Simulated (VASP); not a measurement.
# Ag (P6_3/mmc) in VASP: single point with r2SCAN

Aim: the single point of Ag with r2SCAN.

Program: VASP 6.6.1. These are calculated values, not measurements. Logs are shortened: lines on timing, memory, paths and dates and some standing lists are left out, and cuts for length are marked.

**1. The cell of the first run**

The structure is hexagonal, space group P6_3/mmc (No. 194). The conventional cell has a = 2.915 Å, b = 2.915 Å, c = 4.715 Å, α = 90.00°, β = 90.00°, γ = 120.00°. Ag (site symmetry -6m2) has 12 Ag at 2.90 to 2.92 Å within 3.8 Å.

This isn't the form of Ag at room conditions, which is fcc.

**2. Single point, r2SCAN**

Input file POSCAR:

```
Ag
1.0
    2.9152311700      0.0000000000      0.0000000000
   -1.4576155850      2.5246642511      0.0000000000
    0.0000000000      0.0000000000      4.7145543041
Ag
2
Direct
    0.3333333333      0.6666666667      0.2500000000
    0.6666666667      0.3333333333      0.7500000000
```

Input file INCAR.step1:

```
PREC = Accurate
ENCUT = 550
ISMEAR = -1
SIGMA = 0.1
LREAL = F
LASPH = T
NELM = 120
NBANDS = 18
GGA = PE
ALGO = Normal
EDIFF = 1E-5
LWAVE = T
LCHARG = F
GGA_COMPAT = F
```

Input file INCAR.step2:

```
PREC = Accurate
ENCUT = 550
EDIFF = 1E-6
ISMEAR = -1
SIGMA = 0.1
LREAL = F
LASPH = T
NELM = 120
ALGO = Normal
ISIF = 2
LWAVE = F
LCHARG = F
METAGGA = R2SCAN
LMIXTAU = T
NBANDS = 18
ISTART = 1
GGA_COMPAT = F
```

Input file KPOINTS:

```
Automatic mesh
0
Gamma
  6 6 4
```

Potentials or basis: VASP PAW PBE potentials, release 64 (Ag).

The run is started by

```sh
> cat potpaw_PBE.64/Ag/POTCAR > POTCAR
> cp INCAR.step1 INCAR
> mpirun -np 1 vasp_std > vasp.out
> cp INCAR.step2 INCAR
> mpirun -np 1 vasp_std > vasp.out
```

OUTCAR:

```text
PREC = Accurate
   ENCUT = 550
   EDIFF = 1E-6
   ISMEAR = -1
   LREAL = F
   LASPH = T
   NELM = 120
   ISIF = 2
   METAGGA = R2SCAN
   ISTART = 1

 ion  position               nearest neighbor table
   1  0.333  0.667  0.250-   2 2.90   2 2.90   2 2.90   2 2.90   2 2.90   2 2.90
   2  0.667  0.333  0.750-   1 2.90   1 2.90   1 2.90   1 2.90   1 2.90   1 2.90

  LATTYP: Found a hexagonal cell.
 ALAT       =     2.9152311700
 C/A-ratio  =     1.6172145635

  Lattice vectors:

 A1 = (   2.9152311700,   0.0000000000,   0.0000000000)
 A2 = (  -1.4576155850,   2.5246642511,   0.0000000000)
 A3 = (   0.0000000000,   0.0000000000,   4.7145543041)

Analysis of symmetry for initial positions (statically):
=====================================================================
 Subroutine PRICEL returns:
 Original cell was already a primitive cell.

 Routine SETGRP: Setting up the symmetry group for a
 hexagonal supercell.

 Subroutine GETGRP returns: Found 24 space group operations
 (whereof 12 operations were pure point group operations)
 out of a pool of 24 trial point group operations.

The static configuration has the point symmetry D_3d.
 The point group associated with its full space group is D_6h.

Analysis of symmetry for dynamics (positions and initial velocities):
=====================================================================
 Subroutine PRICEL returns:
 Original cell was already a primitive cell.

 Routine SETGRP: Setting up the symmetry group for a
 hexagonal supercell.

 Subroutine GETGRP returns: Found 24 space group operations
 (whereof 12 operations were pure point group operations)
 out of a pool of 24 trial point group operations.

The dynamic configuration has the point symmetry D_3d.
 The point group associated with its full space group is D_6h.

 Subroutine INISYM returns: Found 24 space group operations
 (whereof 12 operations are pure point group operations),
 and found     1 'primitive' translations

----------------------------------------------------------------------------------------

                                     Primitive cell

  volume of cell :      34.6990

  direct lattice vectors                    reciprocal lattice vectors
     2.915231170  0.000000000  0.000000000     0.343025970  0.198046136  0.000000000
    -1.457615585  2.524664251  0.000000000     0.000000000  0.396092272  0.000000000
     0.000000000  0.000000000  4.714554304     0.000000000  0.000000000  0.212109128

  length of vectors
     2.915231170  2.915231170  4.714554304     0.396092272  0.396092272  0.212109128

  position of ions in fractional coordinates (direct lattice)
     0.333333333  0.666666667  0.250000000
     0.666666667  0.333333333  0.750000000

  ion indices of the primitive-cell ions
   primitive index   ion index
                 1           1
                 2           2

----------------------------------------------------------------------------------------

 KPOINTS: Automatic mesh

Automatic generation of k-mesh.
 Grid dimensions read from file:
 generate k-points for:    6    6    4

 Generating k-lattice:

  Cartesian coordinates                     Fractional coordinates (reciprocal lattice)
     0.057170995  0.033007689  0.000000000     0.166666667  0.000000000  0.000000000
     0.000000000  0.066015379  0.000000000     0.000000000  0.166666667  0.000000000
     0.000000000  0.000000000  0.053027282     0.000000000  0.000000000  0.250000000

  Length of vectors
     0.066015379  0.066015379  0.053027282

  Shift w.r.t. Gamma in fractional coordinates (k-lattice)
     0.000000000  0.000000000  0.000000000

 Subroutine IBZKPT returns following result:
 ===========================================

 Found     21 irreducible k-points:

 Following reciprocal coordinates:
            Coordinates               Weight
  0.000000  0.000000  0.000000      1.000000
  0.166667 -0.000000  0.000000      6.000000
  0.333333 -0.000000  0.000000      6.000000
  0.500000 -0.000000  0.000000      3.000000
  0.166667  0.166667  0.000000      6.000000
  0.333333  0.166667  0.000000     12.000000
[... 13 lines left out ...]
  0.333333  0.166667  0.500000     12.000000
  0.333333  0.333333  0.500000      2.000000
   k-points           NKPTS =     21   k-points in BZ     NKDIM =     21   number of bands    NBANDS=     18
   number of dos      NEDOS =    301   number of ions     NIONS =      2
   total plane-waves  NPLWV =  20736
   dimension x,y,z NGX =    24 NGY =   24 NGZ =   36
   dimension x,y,z NGXF=    48 NGYF=   48 NGZF=   72
   ions per type =               2
   NGX,Y,Z   is equivalent  to a cutoff of  13.69, 13.69, 12.69 a.u.
   NGXF,Y,Z  is equivalent  to a cutoff of  27.37, 27.37, 25.39 a.u.
 SYSTEM =  unknown system
   PREC   = accura    normal or accurate (medium, high low for compatibility)
   ISTART =      1    job   : 0-new  1-cont  2-samecut
   ICHARG =      0    charge: 1-file 2-atom 10-const
   ISPIN  =      1    spin polarized calculation?
   LNONCOLLINEAR =      F non collinear calculations
   LSORBIT =      F    spin-orbit coupling
   LASPH  =      T    aspherical Exc in radial PAW
   ENCUT  =  550.0 eV  40.42 Ry    6.36 a.u.   5.57  5.57  9.02*2*pi/ulx,y,z
   NELM   =    120;   NELMIN=  2; NELMDL=  0     # of ELM steps
   EDIFF  = 0.1E-05   stopping-criterion for ELM
   LREAL  =      F    real-space projection
   EDIFFG = 0.1E-04   stopping-criterion for IOM
   NSW    =      0    number of steps for IOM
   IBRION =     -1    ionic relax: 0-MD 1-quasi-New 2-CG
   NFREE  =      0    steps in history (QN), initial steepest desc. (CG)
   ISIF   =      2    stress and relaxation
   ISYM   =      2    0-nonsym 1-usesym 2-fastsym
   POTIM  = 0.5000    time-step for ionic-motion
   TEBEG  =    0.0;   TEEND  =   0.0 temperature during run
   PSTRESS=    0.0 pullay stress
   NELECT =      22.0000    total number of electrons
   NUPDOWN=      -1.0000    fix difference up-down
   EMIN   =  10.00;   EMAX   =-10.00  energy-range for DOS
   EFERMI =   0.00;   METHOD = LEGACY
   ISMEAR =    -1;   SIGMA  =   0.10  broadening in eV -4-tet -1-fermi 0-gaus
   EFERMI_NEDOS =   21; number of points for ismear=-14 and -15
   IALGO  =     38    algorithm
   IMIX   =      4    mixing-type and parameters
     AMIX     =   0.40;   BMIX     =  1.00
     AMIX_MAG =   1.60;   BMIX_MAG =  1.00
  volume/ion in A,a.u.               =      17.35       117.08
  Fermi-wavevector in a.u.,A,eV,Ry     =   1.406404  2.657717 26.911930  1.977971
  Thomas-Fermi vector in A             =   2.528767
   LORBIT       =      0    0 simple, 1 ext, 2 COOP (PROOUT), +10 PAW based schemes
   METAGGA = R2SCAN    functional components
   LHFCALC =     F    Hartree Fock is set to
   AEXX    =    0.0000 exact exchange contribution
   IVDW    =     0    specifies the selected vdW correction
   LEPSILON=     F    determine dielectric tensor
   LRPA    =     F    only Hartree local field effects (RPA)
 non-spin polarized calculation
  energy-cutoff  :      550.00
  volume of cell :       34.70
 maximum number of plane-waves:      1038
 NGX is ok and might be reduce to    24
   NGX = 11   NGY = 11   NGZ = 19

 number of electron      22.0000010 magnetization

 Free energy of the ion-electron system (eV)
  ---------------------------------------------------
  ext. energy  EPLUGINS =         0.00000000
  ---------------------------------------------------
  free energy    TOTEN  =       -42.67778240 eV

  energy without entropy =      -42.66095598  energy(sigma->0) =      -42.66936919

 E-fermi :   8.1379     XC(G=0): -12.8380

 val. band max:        7.9818279018   @ k =   0.0000   0.0000   0.0000
 cond. band min:       8.2969478099   @ k =   0.5000  -0.0000   0.0000
 fundamental gap:      0.3151199081
 Fermi energy:         8.1379470309

 k-point     1 :       0.0000    0.0000    0.0000
  band No.  band energies     occupation
      1       0.3740      2.00000
      2       1.5918      2.00000
      3       3.1637      2.00000
      4       3.2220      2.00000
      5       3.2220      2.00000
      6       3.4665      2.00000
[... 10 lines left out ...]
     17      26.8140      0.00000
     18      26.8140      0.00000

 k-point     2 :       0.1667   -0.0000    0.0000
  band No.  band energies     occupation
      1       1.0994      2.00000
      2       1.9360      2.00000
      3       2.8728      2.00000
      4       3.3267      2.00000
      5       3.3310      2.00000
      6       3.5561      2.00000
[... 10 lines left out ...]
     17      26.3717      0.00000
     18      27.0065      0.00000

 k-point     3 :       0.3333   -0.0000    0.0000
  band No.  band energies     occupation
      1       1.8343      2.00000
      2       2.0451      2.00000
      3       2.3630      2.00000
      4       3.2250      2.00000
      5       3.4274      2.00000
      6       3.5449      2.00000
[... 10 lines left out ...]
     17      22.0305      0.00000
     18      25.4932      0.00000

 k-point     4 :       0.5000   -0.0000    0.0000
  band No.  band energies     occupation
      1       1.6258      2.00000
      2       1.9704      2.00000
      3       2.0075      2.00000
      4       3.0807      2.00000
      5       3.4828      2.00000
      6       3.6789      2.00000
[... 10 lines left out ...]
     17      19.1158      0.00000
     18      24.5936      0.00000

 k-point     5 :       0.1667    0.1667    0.0000
  band No.  band energies     occupation
      1       2.1163      2.00000
      2       2.2912      2.00000
      3       2.6302      2.00000
      4       2.6581      2.00000
      5       3.1744      2.00000
      6       3.3678      2.00000
[... 10 lines left out ...]
     17      24.7942      0.00000
     18      25.3039      0.00000

 k-point     6 :       0.3333    0.1667    0.0000
  band No.  band energies     occupation
      1       2.0443      2.00000
      2       2.0734      2.00000
      3       2.3280      2.00000
      4       3.0400      2.00000
      5       3.4168      2.00000
      6       3.4699      2.00000
[... 10 lines left out ...]
     17      20.2737      0.00000
     18      22.9979      0.00000

 k-point     7 :       0.3333    0.3333    0.0000
  band No.  band energies     occupation
      1       1.9882      2.00000
      2       2.5602      2.00000
      3       2.5602      2.00000
      4       2.9587      2.00000
      5       3.1569      2.00000
      6       3.1569      2.00000
[... 10 lines left out ...]
     17      19.2486      0.00000
     18      19.2486      0.00000

 k-point     8 :       0.0000    0.0000    0.2500
  band No.  band energies     occupation
      1       0.8616      2.00000
      2       1.7011      2.00000
      3       3.0829      2.00000
      4       3.1257      2.00000
      5       3.1257      2.00000
      6       3.3425      2.00000
[... 10 lines left out ...]
     17      26.9559      0.00000
     18      26.9559      0.00000
[... 166 lines left out ...]
     17      25.6370      0.00000
     18      25.6370      0.00000

 k-point    17 :       0.3333   -0.0000    0.5000
  band No.  band energies     occupation
      1       1.9447      2.00000
      2       1.9447      2.00000
      3       2.5213      2.00000
      4       2.5213      2.00000
      5       3.8842      2.00000
      6       3.8842      2.00000
[... 10 lines left out ...]
     17      23.2866      0.00000
     18      23.2866      0.00000

 k-point    18 :       0.5000   -0.0000    0.5000
  band No.  band energies     occupation
      1       1.7023      2.00000
      2       1.7023      2.00000
      3       2.3338      2.00000
      4       2.3338      2.00000
      5       3.9295      2.00000
      6       3.9295      2.00000
[... 10 lines left out ...]
     17      22.9497      0.00000
     18      22.9497      0.00000

 k-point    19 :       0.1667    0.1667    0.5000
  band No.  band energies     occupation
      1       2.2581      2.00000
      2       2.2581      2.00000
      3       2.9824      2.00000
      4       2.9824      2.00000
      5       3.0500      2.00000
      6       3.0500      2.00000
[... 10 lines left out ...]
     17      21.5524      0.00000
     18      21.5524      0.00000

 k-point    20 :       0.3333    0.1667    0.5000
  band No.  band energies     occupation
      1       2.0208      2.00000
      2       2.0208      2.00000
      3       2.6177      2.00000
      4       2.6177      2.00000
      5       3.5943      2.00000
      6       3.5943      2.00000
[... 10 lines left out ...]
     17      23.3064      0.00000
     18      23.3064      0.00000

 k-point    21 :       0.3333    0.3333    0.5000
  band No.  band energies     occupation
      1       2.3298      2.00000
      2       2.3298      2.00000
      3       2.7696      2.00000
      4       2.7696      2.00000
      5       3.3278      2.00000
      6       3.3278      2.00000
[... 10 lines left out ...]
     17      25.4540      0.00000
     18      25.4540      0.00000

------------------------ aborting loop because EDIFF is reached ----------------------------------------

  FORCE on cell =-STRESS in cart. coord.  units (eV):
  Direction    XX          YY          ZZ          XY          YZ          ZX
  --------------------------------------------------------------------------------------
  -------------------------------------------------------------------------------------
  Total        0.2566980      0.2566980     -0.1215585      0.0000000     -0.0000000      0.0000000
  in kB       11.8526589     11.8526589     -5.6127867      0.0000000     -0.0000000      0.0000000
  external PRESSURE =       6.0308437 kB  Pullay stress =       0.0000000 kB

 VOLUME and BASIS-vectors are now :
 -----------------------------------------------------------------------------
  energy-cutoff  :      550.00
  volume of cell :       34.70
      direct lattice vectors                 reciprocal lattice vectors
     2.915231170  0.000000000  0.000000000     0.343025970  0.198046136  0.000000000
    -1.457615585  2.524664251  0.000000000     0.000000000  0.396092272  0.000000000
     0.000000000  0.000000000  4.714554304     0.000000000  0.000000000  0.212109128

 POSITION                                       TOTAL-FORCE (eV/Angst)
 -----------------------------------------------------------------------------------
     -0.00000      1.68311      1.17864         0.000000     -0.000000      0.000000
      1.45762      0.84155      3.53592        -0.000000      0.000000      0.000000
 -----------------------------------------------------------------------------------
    total drift:                               -0.000000      0.000000     -0.000000

  FREE ENERGIE OF THE ION-ELECTRON SYSTEM (eV)
  ---------------------------------------------------
  free  energy   TOTEN  =       -42.6777824033 eV

  energy  without entropy=      -42.6609559757  energy(sigma->0) =      -42.66936919
```

Run time: 24 s. Hardware: 1 thread of AMD EPYC 9R45 (Zen 5), shared host; peak memory 0.13 GiB.

What came out:

- Free energy: -42.6778 eV
- Pressure: 0.6 GPa
- Band gap on the k mesh: zero (bands 11 and 12 overlap by 7.87 eV)

Stress tensor (GPa, compression positive):
```
 1.19  0.00  0.00
 0.00  1.19  0.00
 0.00  0.00 -0.56
```

Caveat: the k points lie up to 0.41 Å⁻¹ apart, too coarse for converged energies and pressures of a metal; the PAW data sets were made with another functional, which shifts forces and pressure a little.
